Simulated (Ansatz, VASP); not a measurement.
**Two plane-wave programs on TiB2**

```
Ti B
1.0
     3.01761    0.00000    0.00000
    -1.50880    2.61333    0.00000
     0.00000    0.00000    3.18470
Ti B
1 2
Direct
  0.00000 0.00000 0.00000
  0.33333 0.66667 0.50000
  0.66667 0.33333 0.50000
```

Alike in both runs: functional PBEsol; k mesh 15 × 15 × 14; occupations gaussian, width 0.1 eV; no spin polarisation.

Ansatz relaxed the structure, and its values are those at the end. VASP's run is a single point on that final structure, the one shown.

|  | VASP | Ansatz |
| --- | --- | --- |
| version | VASP 6.6.1 | Ansatz 0.2.0 |
| potentials or method | VASP PAW PBE potentials, release 64 (Ti_sv, B), cutoff 520 eV | scalar-relativistic, plane waves, PAW |
| valence electrons in the cell | 18 | 18 |

|  | VASP | Ansatz | Ansatz less VASP |
| --- | --- | --- | --- |
| gap on the k mesh at the Fermi level (eV) | none | none | - |
| pressure (GPa) | 0.3 | 0.0 | -0.36 |

VASP's potentials were made for PBE, not for PBEsol. A gap of «none» marks a metal or a gap that the smearing closes.
